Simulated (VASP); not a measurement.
ZrB: single point with PBE0

ZrB:

```xyz
2
Lattice="0.0000 2.3706 2.3706 2.3706 0.0000 2.3706 2.3706 2.3706 0.0000" Properties=species:S:1:pos:R:3 pbc="T T T"
Zr    0.0000    0.0000    0.0000
B     2.3706    2.3706    2.3706
```

```json
{
  "Program": "VASP 6.6.1",
  "Task": "single point",
  "Functional": "PBE0",
  "Potentials or basis": "VASP PAW PBE potentials, release 64 (Zr_sv, B)",
  "Cutoff": "520 eV",
  "k mesh": "6 × 6 × 6",
  "Occupations": "fermi-dirac, width 0.05 eV",
  "Spin": "no spin polarisation"
}
```

```json
{
 "Pressure": "18.4 GPa"
}
```

Levels at points of the mesh, in eV from the Fermi level:
| k point | band 4 | band 5 | band 6 | band 7 | band 8 | band 9 | band 10 | band 11 | band 12 | band 13 |
| --- | --- | --- | --- | --- | --- | --- | --- | --- | --- | --- |
| (0.00, 0.00, 0.00) | -26.95 | -9.75 | 3.21 | 3.21 | 3.21 | 4.78 | 4.78 | 4.93 | 4.93 | 4.93 |
| (0.50, 0.00, 0.00) | -27.03 | -4.85 | -4.83 | -1.59 | -1.59 | 7.13 | 7.13 | 8.68 | 9.25 | 14.75 |
| (0.50, 0.50, 0.00) | -27.25 | -7.55 | -1.07 | -1.06 | 3.31 | 3.31 | 6.59 | 8.28 | 8.28 | 11.58 |

It took 32 min on 1 thread of Oxide Virtual Turin-like Processor, with other jobs on the host, peak memory 0.14 GiB.

Caveat: the k points lie up to 0.38 Å⁻¹ apart; the PAW data sets were made with another functional, which shifts forces and pressure a little.
